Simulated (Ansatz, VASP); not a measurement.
# Sn in VASP and in Ansatz

```xyz
2
Lattice="0.0000 3.2128 3.2128 3.2128 0.0000 3.2128 3.2128 3.2128 0.0000" Properties=species:S:1:pos:R:3 pbc="T T T"
Sn    3.2128    3.2128    3.2128
Sn    4.8192    4.8192    4.8192
```

Change from the starting cell: volume scaled by 0.97, PAW files.

Alike in both runs: task electric field gradients; functional PBE; k mesh 9 × 9 × 9; occupations fermi-dirac, width 0.03 eV; no spin polarisation.

|  | VASP | Ansatz |
| --- | --- | --- |
| version | VASP 6.6.1 | Ansatz 0.2.0 |
| potentials or method | VASP PAW PBE potentials, release 64 (Sn_d) | PAW with Ansatz's default frozen-core files, scalar-relativistic |
| plane-wave cutoff (eV) | 520 | 420 |
| valence electrons in the cell | 28 | 28 |

Ansatz gave:

```
pressure (GPa) : 4.9
```

Q: Estimate VASP's values.

A: Pressure (GPa): 4.8.
